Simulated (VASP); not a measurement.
Here is a VASP 6.6.1 calculation.

The input INCAR:

```
SYSTEM = Ge7H2
  ALGO = Normal
  DIPOL = 0.5 0.5 0.359
  EDIFF = 1E-6
  ENCUT = 520
  IDIPOL = 3
  ISIF = 2
  ISMEAR = 0
  LASPH = .True.
  LCHARG = .False.
  LDIPOL = .True.
  LREAL = Auto
  LWAVE = .False.
  NBANDS = 115
  NELM = 80
  PREC = Accurate
  SIGMA = 0.05
```

Contents of KPOINTS:

```
k-points
0
Gamma
  6 3 1
  0 0 0
```

The input POSCAR:

```
Ge7H2
1.0
    3.9752292141      0.0000000000      0.0000000000
    0.0000000000      7.9504584281      0.0000000000
    0.0000000000      0.0000000000     22.1891745247
Ge H
14 4
Direct
    0.0000000000      0.2500000000      0.2211186323
    0.0000000000      0.7500000000      0.2211186323
    0.0000000000      0.5000000000      0.2844583372
    0.0000000000      0.0000000000      0.2844583372
    0.5000000000      0.5000000000      0.3477980422
    0.5000000000      0.0000000000      0.3477980422
    0.5000000000      0.7478971723      0.4137019016
    0.5000000000      0.2516429193      0.4087920793
    0.0000000000      0.7358597437      0.4788087816
    0.0000000000      0.2708778728      0.4710829062
    0.0000000000     -0.0021441488      0.5374367943
    0.0000000000      0.4915039082      0.5506090527
    0.5000000000      0.1560014550      0.5598278916
    0.5000000000      0.4234580468      0.6191360915
   -0.3085651772      0.2500000000      0.1796750369
    0.3085651772      0.2500000000      0.1796750369
    0.3079205199      0.7500000000      0.1794214520
   -0.3079205199      0.7500000000      0.1794214520
```

Potentials or basis: VASP PAW LDA potentials, release 64 (Ge_d, H).

Command:

```sh
$ cat potpaw_LDA.64/Ge_d/POTCAR potpaw_LDA.64/H/POTCAR > POTCAR
$ mpirun -np 1 vasp_std > vasp.out
```

Q: Predict the largest force.

A: 0.812 eV/Å.

Q: What does it give for the band gap on the k mesh?

A: 0.13 eV, direct.

Forces on the atoms (eV/Å):
```
Ge   0.000  0.040  0.313
Ge   0.000 -0.055  0.257
Ge   0.000  0.087 -0.206
Ge   0.000 -0.049 -0.181
Ge   0.000  0.298 -0.220
Ge   0.000 -0.336  0.099
Ge   0.000 -0.004  0.001
Ge   0.000  0.003  0.000
Ge   0.000  0.002  0.006
Ge   0.000 -0.002 -0.007
Ge   0.000 -0.006  0.003
Ge   0.000  0.004  0.003
Ge   0.000 -0.003  0.784
Ge   0.000  0.006 -0.812
H   -0.016 -0.010 -0.020
H    0.016 -0.010 -0.020
H    0.004  0.017  0.000
H   -0.004  0.017  0.000
```
